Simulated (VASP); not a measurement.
# H in VASP: further runs

The runs below take H through single point, with PBE.

All numbers are computed with VASP 6.6.1; they aren't measurements. Logs are shortened: lines on timing, memory, paths and dates and some standing lists are left out, and cuts for length are marked.

## Step 1: The cell of the first run

It takes space group Cmce (No. 64, orthorhombic). Conventional cell: a = 5.247 Å, b = 5.134 Å, c = 4.142 Å, α = 90.00°, β = 90.00°, γ = 90.00°. H (site symmetry m) has 1 H at 0.74 Å within 1.0 Å.

## Step 2: Single point, PBE

The input, INCAR:

```
  PREC = Accurate
  ENCUT = 520
  EDIFF = 1E-6
  ISMEAR = -1
  SIGMA = 0.05
  LREAL = F
  LASPH = T
  NELM = 100
  ALGO = Normal
  ISIF = 2
  LWAVE = F
  LCHARG = F
  GGA = PE
  NBANDS = 10
```

The input, KPOINTS:

```
regular mesh
0
Gamma
  7 7 7
```

The input, POSCAR:

```
H
1.0
    2.6234813799     -2.5669048168      0.0000000000
    2.6234813799      2.5669048168      0.0000000000
    0.0000000000      0.0000000000      4.1418180000
H
4
Direct
    0.0467043700      0.9532956300      0.9314911100
    0.5467043700      0.4532956300      0.5685088900
    0.4532956300      0.5467043700      0.4314911100
    0.9532956300      0.0467043700      0.0685088900
```

Potentials or basis: VASP PAW PBE potentials, release 64 (H).

Launch:

```sh
> cat potpaw_PBE.64/H/POTCAR > POTCAR
> mpirun -np 1 vasp_std > vasp.out
```

OUTCAR:

```text
PREC = Accurate
   ENCUT = 520
   EDIFF = 1E-6
   ISMEAR = -1
   LREAL = F
   LASPH = T
   NELM = 100
   ISIF = 2
   GGA = PE

 ion  position               nearest neighbor table
   1  0.047  0.953  0.931-   4 0.74
   2  0.547  0.453  0.569-   3 0.74
   3  0.453  0.547  0.431-   2 0.74
   4  0.953  0.047  0.069-   1 0.74

  LATTYP: Found a base centered orthorhombic cell.
 ALAT       =     5.1338096336
 B/A-ratio  =     1.0220407717
 C/A-ratio  =     0.8067728053

  Lattice vectors:

 A1 = (  -2.6234813799,  -2.5669048168,   0.0000000000)
 A2 = (   2.6234813799,  -2.5669048168,   0.0000000000)
 A3 = (   0.0000000000,   0.0000000000,   4.1418180000)

Analysis of symmetry for initial positions (statically):
=====================================================================
 Subroutine PRICEL returns:
 Original cell was already a primitive cell.

 Routine SETGRP: Setting up the symmetry group for a
 base centered orthorhombic supercell.

 Subroutine GETGRP returns: Found  8 space group operations
 (whereof  4 operations were pure point group operations)
 out of a pool of  8 trial point group operations.

The static configuration has the point symmetry C_2h.
 The point group associated with its full space group is D_2h.

Analysis of symmetry for dynamics (positions and initial velocities):
=====================================================================
 Subroutine PRICEL returns:
 Original cell was already a primitive cell.

 Routine SETGRP: Setting up the symmetry group for a
 base centered orthorhombic supercell.

 Subroutine GETGRP returns: Found  8 space group operations
 (whereof  4 operations were pure point group operations)
 out of a pool of  8 trial point group operations.

The dynamic configuration has the point symmetry C_2h.
 The point group associated with its full space group is D_2h.

 Subroutine INISYM returns: Found  8 space group operations
 (whereof  4 operations are pure point group operations),
 and found     1 'primitive' translations

----------------------------------------------------------------------------------------

                                     Primitive cell

  volume of cell :      55.7839

  direct lattice vectors                    reciprocal lattice vectors
     2.623481380 -2.566904817  0.000000000     0.190586449 -0.194787121  0.000000000
     2.623481380  2.566904817  0.000000000     0.190586449  0.194787121  0.000000000
     0.000000000  0.000000000  4.141818000     0.000000000  0.000000000  0.241439870

  length of vectors
     3.670375306  3.670375306  4.141818000     0.272516453  0.272516453  0.241439870

  position of ions in fractional coordinates (direct lattice)
     0.046704370  0.953295630  0.931491110
     0.546704370  0.453295630  0.568508890
     0.453295630  0.546704370  0.431491110
     0.953295630  0.046704370  0.068508890

  ion indices of the primitive-cell ions
   primitive index   ion index
                 1           1
                 2           2
                 3           3
                 4           4

----------------------------------------------------------------------------------------

 KPOINTS: regular mesh

Automatic generation of k-mesh.
 Grid dimensions read from file:
 generate k-points for:    7    7    7

 Generating k-lattice:

  Cartesian coordinates                     Fractional coordinates (reciprocal lattice)
     0.027226636 -0.027826732  0.000000000     0.142857143  0.000000000  0.000000000
     0.027226636  0.027826732  0.000000000     0.000000000  0.142857143  0.000000000
     0.000000000  0.000000000  0.034491410     0.000000000  0.000000000  0.142857143

  Length of vectors
     0.038930922  0.038930922  0.034491410

  Shift w.r.t. Gamma in fractional coordinates (k-lattice)
     0.000000000  0.000000000  0.000000000

 Subroutine IBZKPT returns following result:
 ===========================================

 Found     64 irreducible k-points:

 Following reciprocal coordinates:
            Coordinates               Weight
  0.000000  0.000000  0.000000      1.000000
  0.142857  0.000000  0.000000      4.000000
  0.285714  0.000000  0.000000      4.000000
  0.428571  0.000000  0.000000      4.000000
  0.142857  0.142857  0.000000      2.000000
  0.285714  0.142857  0.000000      4.000000
[... 16 lines left out ...]
  0.428571  0.142857  0.142857      8.000000
 -0.428571  0.142857  0.142857      8.000000
 [... further k-points ...]
   k-points           NKPTS =     64   k-points in BZ     NKDIM =     64   number of bands    NBANDS=     10
   number of dos      NEDOS =    301   number of ions     NIONS =      4
   total plane-waves  NPLWV =  25088
   dimension x,y,z NGX =    28 NGY =   28 NGZ =   32
   dimension x,y,z NGXF=    56 NGYF=   56 NGZF=   64
   ions per type =               4
   NGX,Y,Z   is equivalent  to a cutoff of  12.68, 12.68, 12.84 a.u.
   NGXF,Y,Z  is equivalent  to a cutoff of  25.36, 25.36, 25.69 a.u.
 SYSTEM =  unknown system
   PREC   = accura    normal or accurate (medium, high low for compatibility)
   ISTART =      0    job   : 0-new  1-cont  2-samecut
   ICHARG =      2    charge: 1-file 2-atom 10-const
   ISPIN  =      1    spin polarized calculation?
   LNONCOLLINEAR =      F non collinear calculations
   LSORBIT =      F    spin-orbit coupling
   LASPH  =      T    aspherical Exc in radial PAW
   ENCUT  =  520.0 eV  38.22 Ry    6.18 a.u.   6.82  6.82  7.70*2*pi/ulx,y,z
   NELM   =    100;   NELMIN=  2; NELMDL= -5     # of ELM steps
   EDIFF  = 0.1E-05   stopping-criterion for ELM
   LREAL  =      F    real-space projection
   EDIFFG = 0.1E-04   stopping-criterion for IOM
   NSW    =      0    number of steps for IOM
   IBRION =     -1    ionic relax: 0-MD 1-quasi-New 2-CG
   NFREE  =      0    steps in history (QN), initial steepest desc. (CG)
   ISIF   =      2    stress and relaxation
   ISYM   =      2    0-nonsym 1-usesym 2-fastsym
   POTIM  = 0.5000    time-step for ionic-motion
   TEBEG  =    0.0;   TEEND  =   0.0 temperature during run
   PSTRESS=    0.0 pullay stress
   NELECT =       4.0000    total number of electrons
   NUPDOWN=      -1.0000    fix difference up-down
   EMIN   =  10.00;   EMAX   =-10.00  energy-range for DOS
   EFERMI =   0.00;   METHOD = LEGACY
   ISMEAR =    -1;   SIGMA  =   0.05  broadening in eV -4-tet -1-fermi 0-gaus
   EFERMI_NEDOS =   21; number of points for ismear=-14 and -15
   IALGO  =     38    algorithm
   IMIX   =      4    mixing-type and parameters
     AMIX     =   0.40;   BMIX     =  1.00
     AMIX_MAG =   1.60;   BMIX_MAG =  1.00
  volume/ion in A,a.u.               =      13.95        94.11
  Fermi-wavevector in a.u.,A,eV,Ry     =   0.680130  1.285259  6.293739  0.462577
  Thomas-Fermi vector in A             =   1.758530
   LORBIT       =      0    0 simple, 1 ext, 2 COOP (PROOUT), +10 PAW based schemes
   GGA     = PE    functional components
   LHFCALC =     F    Hartree Fock is set to
   AEXX    =    0.0000 exact exchange contribution
   IVDW    =     0    specifies the selected vdW correction
   LEPSILON=     F    determine dielectric tensor
   LRPA    =     F    only Hartree local field effects (RPA)
 non-spin polarized calculation
  energy-cutoff  :      520.00
  volume of cell :       55.78
 maximum number of plane-waves:      1516
   NGX = 13   NGY = 13   NGZ = 15

 number of electron       4.0000002 magnetization

 Free energy of the ion-electron system (eV)
  ---------------------------------------------------
  ext. energy  EPLUGINS =         0.00000000
  ---------------------------------------------------
  free energy    TOTEN  =       -13.57744716 eV

  energy without entropy =      -13.57744716  energy(sigma->0) =      -13.57744716

 E-fermi :  -7.5374     XC(G=0):  -4.9256

 val. band max:       -8.5763655037   @ k =   0.0000   0.0000   0.0000
 cond. band min:       0.7799849522   @ k =   0.4286   0.0000   0.4286
 fundamental gap:      9.3563504559
 Fermi energy:        -7.5373967590

 k-point     1 :       0.0000    0.0000    0.0000
  band No.  band energies     occupation
      1     -10.3594      2.00000
      2      -8.5764      2.00000
      3       2.8249      0.00000
      4       4.0867      0.00000
      5       4.5827      0.00000
      6       6.7008      0.00000
      7       6.9798      0.00000
      8       8.4566      0.00000
      9      10.4916      0.00000
     10      11.2857      0.00000

 k-point     2 :       0.1429    0.0000    0.0000
  band No.  band energies     occupation
      1     -10.2523      2.00000
      2      -8.6285      2.00000
      3       2.9128      0.00000
      4       3.9145      0.00000
      5       3.9572      0.00000
      6       6.0603      0.00000
      7       7.5429      0.00000
      8       9.5181      0.00000
      9      10.6271      0.00000
     10      11.2247      0.00000

 k-point     3 :       0.2857    0.0000    0.0000
  band No.  band energies     occupation
      1      -9.9554      2.00000
      2      -8.8034      2.00000
      3       2.7654      0.00000
      4       2.8716      0.00000
      5       4.0234      0.00000
      6       6.1588      0.00000
      7       8.1855      0.00000
      8       8.7283      0.00000
      9      10.5819      0.00000
     10      12.5276      0.00000

 k-point     4 :       0.4286    0.0000    0.0000
  band No.  band energies     occupation
      1      -9.5416      2.00000
      2      -9.1218      2.00000
      3       2.3002      0.00000
      4       2.3501      0.00000
      5       4.8271      0.00000
      6       5.8243      0.00000
      7       8.3392      0.00000
      8       9.3227      0.00000
      9       9.4471      0.00000
     10      10.9671      0.00000
[... 222 lines left out ...]
 k-point    22 :       0.2857    0.1429    0.1429
  band No.  band energies     occupation
      1      -9.8248      2.00000
      2      -8.8224      2.00000
      3       2.2321      0.00000
      4       2.6213      0.00000
      5       3.7544      0.00000
      6       6.6274      0.00000
      7       8.0307      0.00000
      8       9.6406      0.00000
      9      10.6265      0.00000
     10      11.2605      0.00000

 k-point    23 :       0.4286    0.1429    0.1429
  band No.  band energies     occupation
      1      -9.4687      2.00000
      2      -9.0588      2.00000
      3       1.7244      0.00000
      4       2.2130      0.00000
      5       4.5106      0.00000
      6       6.5100      0.00000
      7       7.3350      0.00000
      8       9.2614      0.00000
      9      11.0298      0.00000
     10      11.2812      0.00000

 k-point    24 :      -0.4286    0.1429    0.1429
  band No.  band energies     occupation
      1      -9.4095      2.00000
      2      -9.1222      2.00000
      3       1.7230      0.00000
      4       2.1740      0.00000
      5       4.7486      0.00000
      6       6.1654      0.00000
      7       7.3514      0.00000
      8       9.3717      0.00000
      9      10.8818      0.00000
     10      11.8652      0.00000

 [... further k-points ...]
[... 5 lines left out ...]
  --------------------------------------------------------------------------------------
  -------------------------------------------------------------------------------------
  Total       -0.0153757      0.1235743      0.2054667      0.0000000     -0.0000000      0.0000000
  in kB       -0.4416074      3.5491957      5.9012391      0.0000000     -0.0000000      0.0000000
  external PRESSURE =       3.0029425 kB  Pullay stress =       0.0000000 kB

 VOLUME and BASIS-vectors are now :
 -----------------------------------------------------------------------------
  energy-cutoff  :      520.00
  volume of cell :       55.78
      direct lattice vectors                 reciprocal lattice vectors
     2.623481380 -2.566904817  0.000000000     0.190586449 -0.194787121  0.000000000
     2.623481380  2.566904817  0.000000000     0.190586449  0.194787121  0.000000000
     0.000000000  0.000000000  4.141818000     0.000000000  0.000000000  0.241439870

 POSITION                                       TOTAL-FORCE (eV/Angst)
 -----------------------------------------------------------------------------------
      2.62348      2.32713      3.85807         0.000000     -0.166274     -0.197211
      2.62348     -0.23977      2.35466         0.000000     -0.166274      0.197211
      2.62348      0.23977      1.78716         0.000000      0.166274     -0.197211
      2.62348     -2.32713      0.28375         0.000000      0.166274      0.197211
 -----------------------------------------------------------------------------------
    total drift:                                0.000000     -0.000000      0.000000

  FREE ENERGIE OF THE ION-ELECTRON SYSTEM (eV)
  ---------------------------------------------------
  free  energy   TOTEN  =       -13.5774471636 eV

  energy  without entropy=      -13.5774471636  energy(sigma->0) =      -13.57744716
```

Run time: 19 s. Hardware: 1 thread of Intel Xeon Platinum 8375C at 2.90GHz (Ice Lake), shared host; peak memory 0.16 GiB.

What came out:

| Property | Result |
| --- | --- |
| Free energy | -13.5774 eV |
| Pressure | 0.3 GPa |
| Largest force | 0.258 eV/Å |
| Band gap on the k mesh | 9.36 eV, indirect (least direct gap 9.94 eV) |

Forces on the atoms (eV/Å):
```
H    0.000 -0.166 -0.197
H    0.000 -0.166  0.197
H    0.000  0.166 -0.197
H    0.000  0.166  0.197
```

A k mesh can miss the band edges. Expect the measured gap to be larger: semilocal functionals such as PBE lack the derivative discontinuity.

(Continued in part 2 of 5.)
